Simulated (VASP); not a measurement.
Write the native input for VASP 6.6.1 that does the following.

```yaml
Task: single point
Functional: PBEsol
Potentials_or_basis: VASP PAW PBE potentials, release 64 (Na_pv)
Cutoff: 520 eV
k_mesh: 18 × 18 × 18
Occupations: gaussian, width 0.15 eV
Spin: no spin polarisation
Dipole_correction: no
Further_INCAR_settings: ALGO = Fast; EDIFF = 1e-07; NBANDS = 10
```

The structure of Na lies in POSCAR:

```
Na
1.0
   -1.9401812426      1.9401812426      2.5222356154
    1.9401812426     -1.9401812426      2.5222356154
    1.9401812426      1.9401812426     -2.5222356154
Na
1
Direct
    0.0000000000      0.0000000000      0.0000000000
```

This cell differs from its parent crystal: ratio of the length along z to the lengths across it x 1.3, volume and fractional coordinates fixed.

One way to write it, as run:

INCAR

```
PREC     = Accurate       # precision mode
ENCUT    = 520            # plane-wave cutoff, eV
EDIFF    = 1E-7           # SCF threshold, eV
ISMEAR   = 0              # smearing method
SIGMA    = 0.15           # smearing width, eV
LREAL    = F              # projectors in reciprocal space
LASPH    = T              # aspherical terms in the spheres
NELM     = 80             # most SCF steps
ALGO     = Fast           # electronic algorithm
ISIF     = 2              # what is computed and relaxed
LWAVE    = F              # write WAVECAR
LCHARG   = F              # write CHGCAR
GGA      = PS             # functional
NBANDS   = 10             # bands
```

KPOINTS

```
Automatic mesh
0
Gamma
  18 18 18
```

Potentials or basis: VASP PAW PBE potentials, release 64 (Na_pv).

Run with:

```console
$ cat potpaw_PBE.64/Na_pv/POTCAR > POTCAR
$ mpirun -np 1 vasp_std > vasp.out
```

It gave:

| Quantity | Value |
| --- | --- |
| Pressure | -0.3 GPa |

Caveat: the PAW data sets were made with another functional, which shifts forces and pressure a little.

Run time: 64 s on 1 thread of Intel(R) Xeon(R) 6975P-C (Granite Rapids), on a shared host, peak memory 0.26 GiB.
